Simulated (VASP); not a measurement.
Wanted: the native input for a VASP 6.6.1 run.

```yaml
Task: single point
Functional: PBEsol
Potentials_or_basis: VASP PAW PBE potentials, release 64 (Al, Cu)
Cutoff: 520 eV
k_mesh: 16 × 16 × 16
Occupations: gaussian, width 0.15 eV
Spin: no spin polarisation
Dipole_correction: no
Further_INCAR_settings: ALGO = Normal; EDIFF = 1e-07; NBANDS = 14
```

The structure of AlCu lies in POSCAR:

```
AlCu
1.0
    2.9805308483      0.0000000000      0.0000000000
    0.0000000000      2.9805308483      0.0000000000
    0.0000000000      0.0000000000      2.9805308483
Al Cu
1 1
Direct
    0.0000000000      0.0000000000      0.0000000000
    0.5000000000      0.5000000000      0.5000000000
```

This cell differs from its parent crystal: the cell strained.

The input as run:

INCAR

```
SYSTEM = AlCu
PREC = Accurate
ENCUT = 520
EDIFF = 1E-7
ISMEAR = 0
SIGMA = 0.15
LREAL = .FALSE.
LASPH = .TRUE.
NELM = 100
ALGO = Normal
ISIF = 2
LWAVE = .FALSE.
LCHARG = .FALSE.
GGA = PS
NBANDS = 14
```

KPOINTS

```
Automatic mesh
0
G
  16 16 16
  0 0 0
```

Potentials or basis: VASP PAW PBE potentials, release 64 (Al, Cu).

The run is started by

```sh
$ cat potpaw_PBE.64/Al/POTCAR potpaw_PBE.64/Cu/POTCAR > POTCAR
$ mpirun -np 1 vasp_std > vasp.out
```

Results of the run:

| Item | Value |
| --- | --- |
| Pressure | -2.6 GPa |
| Band gap on the k mesh | zero (bands 7 and 8 overlap by 4.72 eV) |

Caveat: the cell differs from its parent crystal (the cell strained); the PAW data sets were made with another functional, which shifts forces and pressure a little.

Wall time 78 s on 1 thread of Intel Xeon 8259CL (shared host), peak memory 0.19 GiB.
